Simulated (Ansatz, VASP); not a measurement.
LiBr: VASP beside Ansatz

```
CELL_PARAMETERS angstrom
0.00000 2.75065 2.75065
2.75065 0.00000 2.75065
2.75065 2.75065 0.00000
ATOMIC_POSITIONS crystal
Li 0.00000 0.00000 0.00000
Br 0.50000 0.50000 0.50000
```

Alike in both runs: task single point; functional PBE; k mesh 9 × 9 × 9; occupations fermi-dirac, width 0.03 eV; no spin polarisation.

```csv
,VASP,Ansatz
version,VASP 6.6.1,Ansatz 0.2.0
potentials or method,"VASP PAW PBE potentials, release 64 (Li_sv, Br), cutoff 750 eV","all-electron LAPW, scalar-relativistic"
```

```csv
,VASP,Ansatz,Ansatz less VASP
gap on the k mesh at the Fermi level (eV),4.94,4.94,-0.005
pressure (GPa),0.1,0.1,+0.05
```

Ansatz ran all-electron here, and VASP with PAW potentials.
